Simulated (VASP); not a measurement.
A run of VASP 6.6.1 is set up as follows.

Contents of INCAR:

```
SYSTEM = HfO2
  PREC = Accurate
  ENCUT = 600
  EDIFF = 1E-6
  ISMEAR = 0
  SIGMA = 0.1
  LREAL = .False.
  LASPH = .True.
  NELM = 120
  ALGO = Normal
  ISIF = 2
  LWAVE = .False.
  LCHARG = .False.
  NBANDS = 18
  GGA_COMPAT = .False.
```

KPOINTS

```
Automatic mesh
0
Gamma
  6 6 6
  0 0 0
```

The input POSCAR:

```
HfO2
1.0
    0.0000000000      2.5575000000      2.5575000000
    2.5575000000      0.0000000000      2.5575000000
    2.5575000000      2.5575000000      0.0000000000
Hf O
1 2
Direct
    0.0000000000      0.0000000000      0.0000000000
    0.2500000000      0.2500000000      0.2500000000
    0.7500000000      0.7500000000      0.7500000000
```

Potentials or basis: VASP PAW LDA potentials, release 64 (Hf_pv, O).

Run with:

```sh
$ cat potpaw_LDA.64/Hf_pv/POTCAR potpaw_LDA.64/O/POTCAR > POTCAR
$ mpirun -np 1 vasp_std > vasp.out
```

(1) Predict the band gap on the k mesh.

(2) What does it give for the pressure?

Results:

(1) 3.53 eV, direct.

(2) -19.6 GPa.

Caveat: spin-orbit coupling is left out, which moves the levels of the heavy elements.
